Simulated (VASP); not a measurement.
# HC16 (a cell with a defect) in VASP: a series of runs

The runs below take HC16 (a cell with a defect) through relaxation of the atoms, with PBEsol.

All numbers are computed with VASP 6.6.1; they aren't measurements. Logs are shortened: lines on timing, memory, paths and dates and some standing lists are left out, and cuts for length are marked.

## Step 1: The cell of the first run

The cell holds a defect, 17 atoms: a = 5.049 Å, b = 5.049 Å, c = 5.049 Å, α = 60.00°, β = 60.00°, γ = 60.00°.

## Step 2: Relaxation of the atoms, PBEsol

File INCAR:

```
SYSTEM = HC16
ALGO     = Normal         ! electronic algorithm
EDIFF    = 1E-7           ! SCF threshold, eV
EDIFFG   = -0.03          ! ionic threshold
ENCUT    = 520            ! plane-wave cutoff, eV
GGA      = PS             ! functional
IBRION   = 2              ! ionic algorithm
ISIF     = 2              ! what is computed and relaxed
ISMEAR   = 0              ! smearing method
LASPH    = .TRUE.         ! aspherical terms in the spheres
LCHARG   = .FALSE.        ! write CHGCAR
LREAL    = Auto         
LWAVE    = .FALSE.        ! write WAVECAR
NELECT   = 64.0         
NELM     = 100            ! most SCF steps
NSW      = 80             ! ionic steps
PREC     = Accurate       ! precision mode
SIGMA    = 0.05           ! smearing width, eV
```

File KPOINTS:

```
k-points
0
G
  3 3 3
  0 0 0
```

File POSCAR:

```
HC16
1.0
    0.0000000000      3.5700000000      3.5700000000
    3.5700000000      0.0000000000      3.5700000000
    3.5700000000      3.5700000000      0.0000000000
C H
16 1
Direct
    0.0000000000      0.0000000000      0.0000000000
    0.1250000000      0.1250000000      0.1250000000
    0.0000000000      0.0000000000      0.5000000000
    0.1250000000      0.1250000000      0.6250000000
    0.0000000000      0.5000000000      0.0000000000
    0.1250000000      0.6250000000      0.1250000000
    0.0000000000      0.5000000000      0.5000000000
    0.1250000000      0.6250000000      0.6250000000
    0.5000000000      0.0000000000      0.0000000000
    0.6250000000      0.1250000000      0.1250000000
    0.5000000000      0.0000000000      0.5000000000
    0.6250000000      0.1250000000      0.6250000000
    0.5000000000      0.5000000000      0.0000000000
    0.6250000000      0.6250000000      0.1250000000
    0.5000000000      0.5000000000      0.5000000000
    0.6250000000      0.6250000000      0.6250000000
    0.7458598000      0.7637533000      0.7490791000
```

Potentials or basis: VASP PAW PBE potentials, release 64 (C, H).

On the command line:

```bash
cat potpaw_PBE.64/C/POTCAR potpaw_PBE.64/H/POTCAR > POTCAR
mpirun -np 1 vasp_std > vasp.out
```

OUTCAR:

```text
SYSTEM = HC16
   EDIFF = 1E-7
   EDIFFG = -0.03
   ENCUT = 520
   GGA = PS
   IBRION = 2
   ISIF = 2
   ISMEAR = 0
   LASPH = .TRUE.
   LREAL = Auto
   NELECT = 64.0
   NELM = 100
   NSW = 80
   PREC = Accurate

 ion  position               nearest neighbor table
   1  0.000  0.000  0.000-   2 1.55   4 1.55   6 1.55  10 1.55
   2  0.125  0.125  0.125-   1 1.55   3 1.55   5 1.55   9 1.55
   3  0.000  0.000  0.500-   2 1.55   4 1.55   8 1.55  12 1.55
   4  0.125  0.125  0.625-   1 1.55   3 1.55   7 1.55  11 1.55
   5  0.000  0.500  0.000-   2 1.55   6 1.55   8 1.55  14 1.55
   6  0.125  0.625  0.125-   1 1.55   5 1.55   7 1.55  13 1.55
[... 8 lines left out ...]
  15  0.500  0.500  0.500-   8 1.55  12 1.55  14 1.55  16 1.55
  16  0.625  0.625  0.625-   7 1.55  11 1.55  13 1.55  15 1.55
  17  0.746  0.764  0.749-

  LATTYP: Found a face centered cubic cell.
 ALAT       =     7.1400000000

  Lattice vectors:

 A1 = (   0.0000000000,   3.5700000000,   3.5700000000)
 A2 = (   3.5700000000,   0.0000000000,   3.5700000000)
 A3 = (   3.5700000000,   3.5700000000,   0.0000000000)

Analysis of symmetry for initial positions (statically):
=====================================================================
 Subroutine PRICEL returns:
 Original cell was already a primitive cell.

 Routine SETGRP: Setting up the symmetry group for a
 face centered cubic supercell.

 Subroutine GETGRP returns: Found  1 space group operations
 (whereof  1 operations were pure point group operations)
 out of a pool of 48 trial point group operations.

The static configuration has the point symmetry C_1 .

Analysis of symmetry for dynamics (positions and initial velocities):
=====================================================================
 Subroutine PRICEL returns:
 Original cell was already a primitive cell.

 Routine SETGRP: Setting up the symmetry group for a
 face centered cubic supercell.

 Subroutine GETGRP returns: Found  1 space group operations
 (whereof  1 operations were pure point group operations)
 out of a pool of 48 trial point group operations.

The dynamic configuration has the point symmetry C_1 .

 Subroutine INISYM returns: Found  1 space group operations
 (whereof  1 operations are pure point group operations),
 and found     1 'primitive' translations

----------------------------------------------------------------------------------------

                                     Primitive cell

  volume of cell :      90.9986

  direct lattice vectors                    reciprocal lattice vectors
     0.000000000  3.570000000  3.570000000    -0.140056022  0.140056022  0.140056022
     3.570000000  0.000000000  3.570000000     0.140056022 -0.140056022  0.140056022
     3.570000000  3.570000000  0.000000000     0.140056022  0.140056022 -0.140056022

  length of vectors
     5.048742418  5.048742418  5.048742418     0.242584147  0.242584147  0.242584147

  position of ions in fractional coordinates (direct lattice)
     0.000000000  0.000000000  0.000000000
     0.125000000  0.125000000  0.125000000
     0.000000000  0.000000000  0.500000000
     0.125000000  0.125000000  0.625000000
     0.000000000  0.500000000  0.000000000
     0.125000000  0.625000000  0.125000000
[... 9 lines left out ...]
     0.625000000  0.625000000  0.625000000
     0.745859800  0.763753300  0.749079100

  ion indices of the primitive-cell ions
   primitive index   ion index
                 1           1
                 2           2
                 3           3
                 4           4
                 5           5
                 6           6
[... 9 lines left out ...]
                16          16
                17          17

----------------------------------------------------------------------------------------

 KPOINTS: k-points

Automatic generation of k-mesh.
 Grid dimensions read from file:
 generate k-points for:    3    3    3

 Generating k-lattice:

  Cartesian coordinates                     Fractional coordinates (reciprocal lattice)
    -0.046685341  0.046685341  0.046685341     0.333333333  0.000000000  0.000000000
     0.046685341 -0.046685341  0.046685341     0.000000000  0.333333333  0.000000000
     0.046685341  0.046685341 -0.046685341     0.000000000  0.000000000  0.333333333

  Length of vectors
     0.080861382  0.080861382  0.080861382

  Shift w.r.t. Gamma in fractional coordinates (k-lattice)
     0.000000000  0.000000000  0.000000000

 Subroutine IBZKPT returns following result:
 ===========================================

 Found     14 irreducible k-points:

 Following reciprocal coordinates:
            Coordinates               Weight
  0.000000  0.000000  0.000000      1.000000
  0.333333  0.000000  0.000000      2.000000
  0.000000  0.333333  0.000000      2.000000
  0.000000  0.000000  0.333333      2.000000
  0.333333  0.333333  0.333333      2.000000
  0.333333  0.333333  0.000000      2.000000
  0.000000  0.333333  0.333333      2.000000
  0.333333  0.000000  0.333333      2.000000
 -0.333333  0.333333  0.000000      2.000000
  0.000000 -0.333333  0.333333      2.000000
  0.333333  0.000000 -0.333333      2.000000
  0.333333  0.333333 -0.333333      2.000000
 -0.333333  0.333333 -0.333333      2.000000
  0.333333 -0.333333 -0.333333      2.000000
   k-points           NKPTS =     14   k-points in BZ     NKDIM =     14   number of bands    NBANDS=     41
   number of dos      NEDOS =    301   number of ions     NIONS =     17
   total plane-waves  NPLWV =  64000
   dimension x,y,z NGX =    40 NGY =   40 NGZ =   40
   dimension x,y,z NGXF=    80 NGYF=   80 NGZF=   80
   ions per type =              16   1
   NGX,Y,Z   is equivalent  to a cutoff of  13.17, 13.17, 13.17 a.u.
   NGXF,Y,Z  is equivalent  to a cutoff of  26.34, 26.34, 26.34 a.u.
 SYSTEM =  HC16
   PREC   = accura    normal or accurate (medium, high low for compatibility)
   ISTART =      0    job   : 0-new  1-cont  2-samecut
   ICHARG =      2    charge: 1-file 2-atom 10-const
   ISPIN  =      1    spin polarized calculation?
   LNONCOLLINEAR =      F non collinear calculations
   LSORBIT =      F    spin-orbit coupling
   LASPH  =      T    aspherical Exc in radial PAW
   ENCUT  =  520.0 eV  38.22 Ry    6.18 a.u.   9.39  9.39  9.39*2*pi/ulx,y,z
   NELM   =    100;   NELMIN=  2; NELMDL= -5     # of ELM steps
   EDIFF  = 0.1E-06   stopping-criterion for ELM
   LREAL  =      T    real-space projection
   EDIFFG = -.3E-01   stopping-criterion for IOM
   NSW    =     80    number of steps for IOM
   IBRION =      2    ionic relax: 0-MD 1-quasi-New 2-CG
   NFREE  =      1    steps in history (QN), initial steepest desc. (CG)
   ISIF   =      2    stress and relaxation
   ISYM   =      2    0-nonsym 1-usesym 2-fastsym
   POTIM  = 0.5000    time-step for ionic-motion
   TEBEG  =    0.0;   TEEND  =   0.0 temperature during run
   PSTRESS=    0.0 pullay stress
   NELECT =      64.0000    total number of electrons
   NUPDOWN=      -1.0000    fix difference up-down
   EMIN   =  10.00;   EMAX   =-10.00  energy-range for DOS
   EFERMI =   0.00;   METHOD = LEGACY
   ISMEAR =     0;   SIGMA  =   0.05  broadening in eV -4-tet -1-fermi 0-gaus
   EFERMI_NEDOS =   21; number of points for ismear=-14 and -15
   IALGO  =     38    algorithm
   IMIX   =      4    mixing-type and parameters
     AMIX     =   0.40;   BMIX     =  1.00
     AMIX_MAG =   1.60;   BMIX_MAG =  1.00
  volume/ion in A,a.u.               =       5.35        36.12
  Fermi-wavevector in a.u.,A,eV,Ry     =   1.455872  2.751200 28.838420  2.119564
  Thomas-Fermi vector in A             =   2.572856
   LORBIT       =      0    0 simple, 1 ext, 2 COOP (PROOUT), +10 PAW based schemes
   GGA     = PS    functional components
   LHFCALC =     F    Hartree Fock is set to
   AEXX    =    0.0000 exact exchange contribution
   IVDW    =     0    specifies the selected vdW correction
   LEPSILON=     F    determine dielectric tensor
   LRPA    =     F    only Hartree local field effects (RPA)
 conjugate gradient relaxation of ions
 non-spin polarized calculation
 Gauss-broadening in eV      SIGMA  =   0.05
  energy-cutoff  :      520.00
  volume of cell :       91.00
 maximum number of plane-waves:      2453
 NGX is ok and might be reduce to    40
   NGX = 19   NGY = 19   NGZ = 19

--------------------------------------- Ionic step        1  -------------------------------------------

 number of electron      63.9999994 magnetization

 Free energy of the ion-electron system (eV)
  ---------------------------------------------------
  ext. energy  EPLUGINS =         0.00000000
  ---------------------------------------------------
  free energy    TOTEN  =      -163.01323060 eV

  energy without entropy =     -163.01050774  energy(sigma->0) =     -163.01186917

------------------------ aborting loop because EDIFF is reached ----------------------------------------

  FORCE on cell =-STRESS in cart. coord.  units (eV):
  Direction    XX          YY          ZZ          XY          YZ          ZX
  --------------------------------------------------------------------------------------
  -------------------------------------------------------------------------------------
  Total      -11.3904282    -11.3453804    -11.3667238     -0.0478816     -0.0718460      0.0085567
  in kB     -200.5469171   -199.7537771   -200.1295623     -0.8430329     -1.2649650      0.1506552
  external PRESSURE =    -200.1434188 kB  Pullay stress =       0.0000000 kB
[... 134 lines left out ...]
  FREE ENERGIE OF THE ION-ELECTRON SYSTEM (eV)
  ---------------------------------------------------
  free  energy   TOTEN  =      -163.1196540481 eV

  energy  without entropy=     -163.1188173939  energy(sigma->0) =     -163.11923572

 E-fermi :   9.9427     XC(G=0): -13.4453

 val. band max:        9.8528834735   @ k =   0.0000   0.0000   0.0000
 cond. band min:      10.0320029285   @ k =   0.0000   0.0000   0.0000
 fundamental gap:      0.1791194551
 Fermi energy:         9.9426732899

 k-point     1 :       0.0000    0.0000    0.0000
  band No.  band energies     occupation
      1     -11.9339      2.00000
      2      -6.2172      2.00000
      3      -5.9059      2.00000
      4      -5.8935      2.00000
      5      -5.8771      2.00000
      6      -5.0835      2.00000
[... 605 lines left out ...]
     40      18.3545      0.00000
     41      18.4378      0.00000

[... ionic steps 4 to 62 ...]

--------------------------------------- Ionic step       63  -------------------------------------------

 number of electron      64.0000000 magnetization

------------------------ aborting loop because EDIFF is reached ----------------------------------------
[... 97 lines left out ...]
--------------------------------------- Ionic step       65  -------------------------------------------

 number of electron      64.0000000 magnetization

 Free energy of the ion-electron system (eV)
  ---------------------------------------------------
  ext. energy  EPLUGINS =         0.00000000
  ---------------------------------------------------
  free energy    TOTEN  =      -163.82987811 eV

  energy without entropy =     -163.82987811  energy(sigma->0) =     -163.82987811

 E-fermi :  10.1508     XC(G=0): -13.4273

 val. band max:        9.8767169852   @ k =   0.0000   0.0000   0.0000
 cond. band min:      12.7532210604   @ k =   0.0000   0.0000   0.0000
 fundamental gap:      2.8765040753
 Fermi energy:        10.1507836182

 k-point     1 :       0.0000    0.0000    0.0000
  band No.  band energies     occupation
      1     -12.0461      2.00000
      2      -6.9371      2.00000
      3      -6.0025      2.00000
      4      -5.9318      2.00000
      5      -5.8826      2.00000
      6      -4.8639      2.00000
[... 649 lines left out ...]
  FREE ENERGIE OF THE ION-ELECTRON SYSTEM (eV)
  ---------------------------------------------------
  free  energy   TOTEN  =      -163.8298781101 eV

  energy  without entropy=     -163.8298781101  energy(sigma->0) =     -163.82987811

 reached required accuracy - stopping structural energy minimisation
```

Wall time 42 min (1 thread of Intel Xeon Platinum 8488C (Sapphire Rapids), shared host); peak memory 0.26 GiB.

Results:

```yaml
Free_energy: -163.8299 eV
Energy_gained_by_relaxing: 48.0 meV/atom
Ionic_steps: 65
Largest_force_after_relaxing: 0.018 eV/Å
```

Forces in eV/Å, atoms in the order of the input:
```
C    0.002 -0.003 -0.002
C    0.013  0.000 -0.003
C    0.014 -0.001 -0.003
C    0.000  0.001 -0.008
C    0.000  0.002  0.002
C   -0.004  0.000  0.010
C   -0.009  0.000 -0.003
C   -0.003  0.004  0.000
C    0.002 -0.007  0.004
C   -0.002 -0.005  0.006
C   -0.007 -0.009  0.006
C    0.005  0.002 -0.001
C   -0.002 -0.004  0.003
C    0.010 -0.010 -0.002
C   -0.004  0.007 -0.004
C   -0.011  0.004 -0.001
H   -0.004  0.017 -0.004
```

The path:
```tsv
step	energy change (eV)	largest force (eV/Å)	pressure (GPa)
1	0.0000	1.2966	-20.01
3	-0.1064	0.3426	-20.67
5	-0.1113	0.3965	-20.62
7	-0.1462	0.6987	-20.52
9	-0.3049	1.6939	-18.57
11	-0.3142	1.1973	-19.07
13	-0.3189	1.1961	-18.97
15	-0.3236	1.7629	-18.45
17	-0.3307	1.4924	-18.65
19	-0.3712	1.1606	-18.70
21	-0.4163	1.0201	-18.57
23	-0.4307	0.9877	-18.67
25	-0.4865	1.1212	-18.72
27	-0.5070	1.2785	-18.62
29	-0.5418	1.3087	-18.60
31	-0.6343	1.6242	-18.27
33	-0.7479	0.5743	-18.10
35	-0.7878	0.3925	-17.88
37	-0.8039	0.2382	-17.72
39	-0.8082	0.1112	-17.64
41	-0.8092	0.1030	-17.58
43	-0.8100	0.0902	-17.50
45	-0.8115	0.0922	-17.32
47	-0.8127	0.0634	-17.20
49	-0.8130	0.0608	-17.14
51	-0.8133	0.0624	-17.09
53	-0.8137	0.0737	-17.06
55	-0.8138	0.1288	-17.05
57	-0.8144	0.0690	-17.06
59	-0.8151	0.1054	-17.11
61	-0.8155	0.0693	-17.12
63	-0.8164	0.0455	-17.21
65	-0.8166	0.0182	-17.25
```

Final structure:
```yaml
crystal:
  lattice:
    - [0.00000, 3.57000, 3.57000]
    - [3.57000, 0.00000, 3.57000]
    - [3.57000, 3.57000, 0.00000]
  atoms:
    - { symbol: C, position: [0.00130, 0.99032, 0.99334] }
    - { symbol: C, position: [0.12551, 0.11782, 0.11470] }
    - { symbol: C, position: [0.01165, 0.99332, 0.48450] }
    - { symbol: C, position: [0.12599, 0.11897, 0.61862] }
    - { symbol: C, position: [0.00313, 0.49015, 0.99731] }
    - { symbol: C, position: [0.12595, 0.61631, 0.12199] }
    - { symbol: C, position: [0.00166, 0.49223, 0.49577] }
    - { symbol: C, position: [0.12797, 0.61515, 0.62016] }
    - { symbol: C, position: [0.49035, 0.98785, 0.02173] }
    - { symbol: C, position: [0.62594, 0.11829, 0.12289] }
    - { symbol: C, position: [0.49970, 0.99225, 0.49495] }
    - { symbol: C, position: [0.63019, 0.12806, 0.59577] }
    - { symbol: C, position: [0.49922, 0.49207, 0.99906] }
    - { symbol: C, position: [0.62503, 0.60656, 0.13284] }
    - { symbol: C, position: [0.50026, 0.49295, 0.50266] }
    - { symbol: C, position: [0.62766, 0.61695, 0.62439] }
    - { symbol: H, position: [0.72433, 0.89451, 0.80843] }
```

Levels at points of the mesh, in eV from the Fermi level:
```tsv
k point	band 30	band 31	band 32	band 33	band 34	band 35
(0.00, 0.00, 0.00)	-0.56	-0.40	-0.27	2.60	2.67	3.89
```

Caveat: the k points lie up to 0.51 Å⁻¹ apart; the cell carries a net charge on a neutralising background, which shifts energy and pressure; the cell is charged against a uniform background, so pressure and absolute levels hang on convention; the PAW data sets were made with another functional, which shifts forces and pressure a little.

(Continued in part 2 of 2.)
